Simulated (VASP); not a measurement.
# Ta2H (C222) in VASP: further runs, part 2 of 2

VASP 6.6.1. The steps go on from the part before.

**4. Single point, PBEsol**

This run uses another cell than the first one, of 12.94 Å³/atom, 1.053 times its volume.

The input, INCAR:

```
PREC = Accurate
ENCUT = 520
EDIFF = 1E-6
ISMEAR = 1
SIGMA = 0.15
LREAL = F
LASPH = T
NELM = 100
ALGO = Normal
ISIF = 2
LWAVE = F
LCHARG = F
GGA = PS
NBANDS = 18
```

The input, KPOINTS:

```
regular mesh
0
Gamma
  10 10 6
```

The input, POSCAR:

```
Ta2H
1.0
    1.7204950000     -2.3714690000      0.0000000000
    1.7204950000      2.3714690000      0.0000000000
    0.0000000000      0.0000000000      4.7585690000
Ta H
2 1
Direct
    0.0000000000      0.5000000000      0.2645700000
    0.5000000000      0.0000000000      0.7354300000
    0.0000000000      0.0000000000      0.0000000000
```

Potentials or basis: VASP PAW PBE potentials, release 64 (Ta_pv, H).

Command:

```console
$ cat potpaw_PBE.64/Ta_pv/POTCAR potpaw_PBE.64/H/POTCAR > POTCAR
$ mpirun -np 1 vasp_std > vasp.out
```

OUTCAR:

```text
PREC = Accurate
   ENCUT = 520
   EDIFF = 1E-6
   ISMEAR = 1
   LREAL = F
   LASPH = T
   NELM = 100
   ISIF = 2
   GGA = PS

 ion  position               nearest neighbor table
   1  0.000  0.500  0.265-   3 1.93   3 1.93   2 2.82   2 2.82   2 3.05   2 3.05   2 3.26   2 3.26
                             2 3.46   2 3.46
   2  0.500  0.000  0.735-   3 1.93   3 1.93   1 2.82   1 2.82   1 3.05   1 3.05   1 3.26   1 3.26
                             1 3.46   1 3.46
   3  0.000  0.000  0.000-   1 1.93   2 1.93   1 1.93   2 1.93

  LATTYP: Found a base centered orthorhombic cell.
 ALAT       =     3.4409900000
 B/A-ratio  =     1.3783643661
 C/A-ratio  =     1.3829069541

  Lattice vectors:

 A1 = (   1.7204950000,  -2.3714690000,   0.0000000000)
 A2 = (   1.7204950000,   2.3714690000,   0.0000000000)
 A3 = (   0.0000000000,   0.0000000000,   4.7585690000)

Analysis of symmetry for initial positions (statically):
=====================================================================
 Subroutine PRICEL returns:
 Original cell was already a primitive cell.

 Routine SETGRP: Setting up the symmetry group for a
 base centered orthorhombic supercell.

 Subroutine GETGRP returns: Found  4 space group operations
 (whereof  4 operations were pure point group operations)
 out of a pool of  8 trial point group operations.

The static configuration has the point symmetry D_2 .

Analysis of symmetry for dynamics (positions and initial velocities):
=====================================================================
 Subroutine PRICEL returns:
 Original cell was already a primitive cell.

 Routine SETGRP: Setting up the symmetry group for a
 base centered orthorhombic supercell.

 Subroutine GETGRP returns: Found  4 space group operations
 (whereof  4 operations were pure point group operations)
 out of a pool of  8 trial point group operations.

The dynamic configuration has the point symmetry D_2 .

[... 119 lines left out ...]
     AMIX     =   0.40;   BMIX     =  1.00
     AMIX_MAG =   1.60;   BMIX_MAG =  1.00
  volume/ion in A,a.u.               =      12.94        87.35
  Fermi-wavevector in a.u.,A,eV,Ry     =   1.374860  2.598108 25.718264  1.890239
  Thomas-Fermi vector in A             =   2.500248
   LORBIT       =      0    0 simple, 1 ext, 2 COOP (PROOUT), +10 PAW based schemes
   GGA     = PS    functional components
   LHFCALC =     F    Hartree Fock is set to
   AEXX    =    0.0000 exact exchange contribution
   IVDW    =     0    specifies the selected vdW correction
   LEPSILON=     F    determine dielectric tensor
   LRPA    =     F    only Hartree local field effects (RPA)
 non-spin polarized calculation
 Methfessel and Paxton  Order N= 1 SIGMA  =   0.15
  energy-cutoff  :      520.00
  volume of cell :       38.83
 maximum number of plane-waves:      1066
 NGX is ok and might be reduce to    24
   NGX = 11   NGY = 11   NGZ = 17

 number of electron      22.9999999 magnetization

 Free energy of the ion-electron system (eV)
  ---------------------------------------------------
  ext. energy  EPLUGINS =         0.00000000
  ---------------------------------------------------
  free energy    TOTEN  =       -28.94359714 eV

  energy without entropy =      -28.94161182  energy(sigma->0) =      -28.94293537

 E-fermi :   5.2899     XC(G=0): -12.5993

 val. band max:        5.2870515294   @ k =   0.2000  -0.0000   0.0000
 cond. band min:       5.2950907312   @ k =   0.1000   0.1000   0.1667
 fundamental gap:      0.0080392018
 Fermi energy:         5.2898623415

 k-point     1 :       0.0000    0.0000    0.0000
  band No.  band energies     occupation
      1     -29.1639      2.00000
      2     -28.4821      2.00000
      3     -28.1873      2.00000
      4     -28.1769      2.00000
      5     -28.1537      2.00000
      6     -28.1202      2.00000
[... 481 lines left out ...]
      5     -28.4839      2.00000
      6     -28.3757      2.00000
[... 10 lines left out ...]
     17      10.3352      0.00000
     18      12.8456      0.00000

 [... further k-points ...]

------------------------ aborting loop because EDIFF is reached ----------------------------------------

  FORCE on cell =-STRESS in cart. coord.  units (eV):
  Direction    XX          YY          ZZ          XY          YZ          ZX
  --------------------------------------------------------------------------------------
  -------------------------------------------------------------------------------------
  Total       -1.2663598     -0.8597522     -0.8240431      0.0000000      0.0000000      0.0000000
  in kB      -52.2504998    -35.4737146    -34.0003419      0.0000000      0.0000000      0.0000000
  external PRESSURE =     -40.5748521 kB  Pullay stress =       0.0000000 kB

 VOLUME and BASIS-vectors are now :
 -----------------------------------------------------------------------------
  energy-cutoff  :      520.00
  volume of cell :       38.83
      direct lattice vectors                 reciprocal lattice vectors
     1.720495000 -2.371469000  0.000000000     0.290614038 -0.210839779  0.000000000
     1.720495000  2.371469000  0.000000000     0.290614038  0.210839779  0.000000000
     0.000000000  0.000000000  4.758569000     0.000000000  0.000000000  0.210147210

 POSITION                                       TOTAL-FORCE (eV/Angst)
 -----------------------------------------------------------------------------------
      0.86025      1.18573      1.25897         0.000000     -0.000000      0.037318
      0.86025     -1.18573      3.49959        -0.000000     -0.000000     -0.037318
      0.00000      0.00000      0.00000         0.000000      0.000000      0.000000
 -----------------------------------------------------------------------------------
    total drift:                                0.000000     -0.000000      0.000000

  FREE ENERGIE OF THE ION-ELECTRON SYSTEM (eV)
  ---------------------------------------------------
  free  energy   TOTEN  =       -28.9435971447 eV

  energy  without entropy=      -28.9416118234  energy(sigma->0) =      -28.94293537
```

OSZICAR:

```text
N       E                     dE             d eps       ncg     rms          rms(c)
DAV:   1     0.167319063045E+03    0.16732E+03   -0.12521E+04  4464   0.126E+03
DAV:   2    -0.259525693519E+02   -0.19327E+03   -0.19023E+03  5360   0.366E+02
DAV:   3    -0.304478753519E+02   -0.44953E+01   -0.44284E+01  5538   0.516E+01
DAV:   4    -0.304808664127E+02   -0.32991E-01   -0.32930E-01  5230   0.451E+00
DAV:   5    -0.304810828212E+02   -0.21641E-03   -0.21639E-03  5162   0.360E-01    0.215E+01
DAV:   6    -0.292610457854E+02    0.12200E+01   -0.15297E+00  4998   0.100E+01    0.100E+01
DAV:   7    -0.289490447817E+02    0.31200E+00   -0.11128E+00  5214   0.793E+00    0.634E-01
DAV:   8    -0.289439333594E+02    0.51114E-02   -0.22743E-02  4854   0.122E+00    0.314E-01
DAV:   9    -0.289436006639E+02    0.33270E-03   -0.69005E-04  5750   0.222E-01    0.661E-02
DAV:  10    -0.289435965359E+02    0.41279E-05   -0.23557E-05  4818   0.380E-02    0.220E-02
DAV:  11    -0.289435976829E+02   -0.11470E-05   -0.28749E-06  4686   0.141E-02    0.329E-03
DAV:  12    -0.289435971447E+02    0.53817E-06   -0.47214E-07  2438   0.631E-03
   1 F= -.28943597E+02 E0= -.28942935E+02  d E =-.198532E-02
```

Wall time 42 s (1 thread of AMD EPYC 9R45 (Zen 5), shared host); peak memory 0.18 GiB.

Results:

| Property | Result |
| --- | --- |
| Free energy | -28.9436 eV |
| Pressure | -4.1 GPa |
| Largest force | 0.037 eV/Å |

Forces on the atoms (eV/Å):
```
Ta   0.000  0.000  0.037
Ta   0.000  0.000 -0.037
H    0.000  0.000  0.000
```

Stress tensor (GPa, compression positive):
```
-5.23  0.00  0.00
 0.00 -3.55  0.00
 0.00  0.00 -3.40
```

Levels at points of the mesh, in eV from the Fermi level:
```tsv
k point	band 7	band 8	band 9	band 10	band 11	band 12	band 13	band 14	band 15	band 16
(0.00, 0.00, 0.00)	-9.71	-4.45	-3.10	-0.62	0.19	0.25	0.83	2.95	3.55	3.69
(0.50, 0.00, 0.00)	-7.02	-3.26	-2.64	-1.74	-0.83	-0.80	2.75	2.93	3.89	3.96
(0.50, 0.50, 0.00)	-6.93	-4.46	-3.82	-2.35	-0.12	3.43	3.83	5.80	5.93	5.95
(0.00, 0.00, 0.50)	-8.44	-5.84	-2.18	-1.22	-0.78	0.38	2.25	2.87	3.05	3.21
(0.50, 0.00, 0.50)	-7.62	-4.41	-1.75	-1.63	-0.49	0.88	2.94	3.04	4.16	4.16
(0.50, 0.50, 0.50)	-6.44	-3.02	-2.98	-2.05	0.22	0.27	0.75	1.53	6.04	6.35
```

Caveat: the PAW data sets were made with another functional, which shifts forces and pressure a little; spin-orbit coupling is left out, which moves the levels of the heavy elements.

**5. Single point, PBEsol**

This run uses another cell than the first one, of 13.27 Å³/atom, 1.079 times its volume.

The input, INCAR:

```
SYSTEM = Ta2H
ALGO     = Normal         ! electronic algorithm
EDIFF    = 1E-7           ! SCF threshold, eV
ENCUT    = 520            ! plane-wave cutoff, eV
GGA      = PS             ! functional
ISIF     = 2              ! what is computed and relaxed
ISMEAR   = 1              ! smearing method
LASPH    = .TRUE.         ! aspherical terms in the spheres
LCHARG   = .FALSE.        ! write CHGCAR
LREAL    = .FALSE.        ! projectors in reciprocal space
LWAVE    = .FALSE.        ! write WAVECAR
NBANDS   = 18             ! bands
NELM     = 80             ! most SCF steps
PREC     = Accurate       ! precision mode
SIGMA    = 0.15           ! smearing width, eV
```

The input, KPOINTS:

```
k-points
0
G
  10 10 6
  0 0 0
```

The input, POSCAR:

```
Ta2H
1.0
    1.7347146118     -2.3910688062      0.0000000000
    1.7347146118      2.3910688062      0.0000000000
    0.0000000000      0.0000000000      4.7978978000
Ta H
2 1
Direct
    0.0000000000      0.5000000000      0.2645700000
    0.5000000000      0.0000000000      0.7354300000
    0.0000000000      0.0000000000      0.0000000000
```

Command:

```console
$ cat potpaw_PBE.64/Ta_pv/POTCAR potpaw_PBE.64/H/POTCAR > POTCAR
$ mpirun -np 1 vasp_std > vasp.out
```

Wall time 45 s (1 thread of AMD EPYC 9R45 (Zen 5), shared host); peak memory 0.18 GiB.

It converged, with:

| Quantity | Value |
| --- | --- |
| Free energy | -28.9050 eV |
| Pressure | -8.8 GPa |
| Largest force | 0.071 eV/Å |

Forces on the atoms (eV/Å):
```
Ta   0.000  0.000  0.071
Ta   0.000  0.000 -0.071
H    0.000  0.000  0.000
```

Stress tensor (GPa, compression positive):
```
-9.43  0.00  0.00
 0.00 -8.51  0.00
 0.00  0.00 -8.41
```

Levels at points of the mesh, in eV from the Fermi level:
```csv
k point,band 7,band 8,band 9,band 10,band 11,band 12,band 13,band 14,band 15,band 16
"(0.00, 0.00, 0.00)",-9.59,-4.35,-3.04,-0.64,0.19,0.25,0.81,2.88,3.44,3.59
"(0.50, 0.00, 0.00)",-6.94,-3.21,-2.58,-1.69,-0.82,-0.79,2.68,2.86,3.77,3.84
"(0.50, 0.50, 0.00)",-6.79,-4.35,-3.69,-2.27,-0.17,3.33,3.71,5.63,5.75,5.77
"(0.00, 0.00, 0.50)",-8.36,-5.79,-2.11,-1.17,-0.75,0.37,2.19,2.79,2.98,3.13
"(0.50, 0.00, 0.50)",-7.49,-4.31,-1.69,-1.56,-0.55,0.80,2.85,2.95,4.04,4.04
"(0.50, 0.50, 0.50)",-6.35,-2.92,-2.89,-1.99,0.22,0.27,0.73,1.49,5.84,6.15
```

Caveat: the PAW data sets were made with another functional, which shifts forces and pressure a little; spin-orbit coupling is left out, which moves the levels of the heavy elements.

**6. Single point, PBEsol**

This run uses another cell than the first one, of 13.59 Å³/atom, 1.105 times its volume.

INCAR, as its differences from that of step 5:

```diff
@@ -2,3 +2,3 @@
 ALGO     = Normal         ! electronic algorithm
-EDIFF    = 1E-7           ! SCF threshold, eV
+EDIFF    = 1E-6           ! SCF threshold, eV
 ENCUT    = 520            ! plane-wave cutoff, eV
@@ -12,3 +12,3 @@
 NBANDS   = 18             ! bands
-NELM     = 80             ! most SCF steps
+NELM     = 60             ! most SCF steps
 PREC     = Accurate       ! precision mode
```

KPOINTS is that of step 5.

The input, POSCAR:

```
Ta2H
1.0
    1.7487048499     -2.4103524519      0.0000000000
    1.7487048499      2.4103524519      0.0000000000
    0.0000000000      0.0000000000      4.8365921953
Ta H
2 1
Direct
    0.0000000000      0.5000000000      0.2645700000
    0.5000000000      0.0000000000      0.7354300000
    0.0000000000      0.0000000000      0.0000000000
```

Potentials or basis: VASP PAW PBE potentials, release 64 (Ta_pv, H).

Command:

```console
$ cat potpaw_PBE.64/Ta_pv/POTCAR potpaw_PBE.64/H/POTCAR > POTCAR
$ mpirun -np 1 vasp_std > vasp.out
```

Wall time 44 s (1 thread of AMD EPYC 9R45 (Zen 5), shared host); peak memory 0.18 GiB.

Results (log left out):

| Item | Value |
| --- | --- |
| Free energy | -28.8394 eV |
| Pressure | -13.0 GPa |
| Largest force | 0.100 eV/Å |

Forces in eV/Å, atoms in the order of the input:
```
Ta   0.000  0.000  0.100
Ta   0.000  0.000 -0.100
H    0.000  0.000  0.000
```

Stress tensor (GPa, compression positive):
```
-13.18   0.00   0.00
  0.00 -12.88   0.00
  0.00   0.00 -12.83
```

Levels at points of the mesh, in eV from the Fermi level:
| k point | band 9 | band 10 | band 11 | band 12 | band 13 | band 14 |
| --- | --- | --- | --- | --- | --- | --- |
| (0.00, 0.00, 0.00) | -2.99 | -0.66 | 0.20 | 0.25 | 0.78 | 2.81 |
| (0.50, 0.00, 0.00) | -2.52 | -1.64 | -0.81 | -0.77 | 2.61 | 2.79 |
| (0.50, 0.50, 0.00) | -3.56 | -2.19 | -0.21 | 3.23 | 3.59 | 5.47 |
| (0.00, 0.00, 0.50) | -2.04 | -1.12 | -0.72 | 0.36 | 2.13 | 2.71 |
| (0.50, 0.00, 0.50) | -1.63 | -1.51 | -0.60 | 0.73 | 2.77 | 2.86 |
| (0.50, 0.50, 0.50) | -2.81 | -1.93 | 0.22 | 0.27 | 0.70 | 1.45 |

Caveat: the PAW data sets were made with another functional, which shifts forces and pressure a little; spin-orbit coupling is left out, which moves the levels of the heavy elements.

**7. The runs side by side**

```tsv
cell	gap on the mesh (eV)	pressure (GPa)	largest force (eV/Å)
a = 2.880, b = 2.880, c = 4.678 Å, angles 90.0, 90.0, 108.1°, 3 atoms	none	7.3	0.04
a = 2.905, b = 2.905, c = 4.719 Å, angles 90.0, 90.0, 108.1°, 3 atoms	none	1.3	-
a = 2.930, b = 2.930, c = 4.759 Å, angles 90.0, 90.0, 108.1°, 3 atoms	none	-4.1	0.04
a = 2.954, b = 2.954, c = 4.798 Å, angles 90.0, 90.0, 108.1°, 3 atoms	none	-8.8	0.07
a = 2.978, b = 2.978, c = 4.837 Å, angles 90.0, 90.0, 108.1°, 3 atoms	none	-13.0	0.10
```

Alike in all rows: task single point; level PBEsol; potentials or basis VASP PAW PBE potentials, release 64 (Ta_pv, H); no spin polarisation; k mesh 10 × 10 × 6; cutoff (eV) 520; smearing methfessel-paxton 0.15 eV.

Caveats: the PAW data sets were made with another functional, which shifts forces and pressure a little; spin-orbit coupling is left out, which moves the levels of the heavy elements.

Absolute energies hang on the potentials; compare differences alone.
